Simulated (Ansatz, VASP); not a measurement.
**One calculation of Sn3O, two programs**

```xyz
4
Lattice="4.4160 0.0000 0.0000 0.0000 4.4160 0.0000 0.0000 0.0000 4.4160" Properties=species:S:1:pos:R:3 pbc="T T T"
Sn    0.0000    2.2080    2.2080
Sn    2.2080    0.0000    2.2080
Sn    2.2080    2.2080    0.0000
O     0.0000    0.0000    0.0000
```

Alike in both runs: functional r2SCAN; k mesh 10 × 10 × 10; occupations gaussian, width 0.1 eV; no spin polarisation.

Ansatz relaxed the structure, and its values are those at the end. VASP's run is a single point on that final structure, the one shown.

|  | VASP | Ansatz |
| --- | --- | --- |
| version | VASP 6.6.1 | Ansatz 0.2.0 |
| potentials or method | VASP PAW PBE potentials, release 64 (Sn_d, O), cutoff 520 eV | scalar-relativistic, plane waves, PAW |
| valence electrons in the cell | 48 | 48 |

```csv
,VASP,Ansatz,Ansatz less VASP
gap on the k mesh at the Fermi level (eV),none,none,-
pressure (GPa),0.0,0.0,+0.02
```

VASP's potentials were made for PBE, not for r2SCAN. A gap of «none» marks a metal or a gap that the smearing closes. With one functional, cell and mesh, what is left measures potentials, basis and numerics.
